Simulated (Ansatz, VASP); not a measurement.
## Cd in VASP and in Ansatz

```xyz
4
Lattice="3.0519 0.0000 0.0000 -1.5259 2.6430 0.0000 0.0000 0.0000 11.9269" Properties=species:S:1:pos:R:3 pbc="T T T"
Cd    0.0000    1.7620    1.4451
Cd    1.5259    0.8810    7.4085
Cd    0.0000    1.7620    4.5184
Cd    1.5259    0.8810   10.4819
```

Alike in both runs: functional PBE; k mesh 6 × 6 × 2; occupations gaussian, width 0.1 eV; no spin polarisation.

Ansatz relaxed the structure, and its values are those at the end. VASP's run is a single point on that final structure, the one shown.

|  | VASP | Ansatz |
| --- | --- | --- |
| version | VASP 6.6.1 | Ansatz 0.2.0 |
| potentials or method | VASP PAW PBE potentials, release 64 (Cd), cutoff 520 eV | scalar-relativistic, plane waves, PAW |
| valence electrons in the cell | 48 | 80 |

|  | VASP | Ansatz | Ansatz less VASP |
| --- | --- | --- | --- |
| gap on the k mesh at the Fermi level (eV) | none | none | - |
| pressure (GPa) | 0.3 | 0.0 | -0.24 |

A gap of «none» marks a metal or a gap that the smearing closes. VASP's potentials hold 48 valence electrons a cell and Ansatz's 80, so a difference there can come from the potentials and not from the codes.

The k mesh is coarse, so the values compare programs but aren't converged.
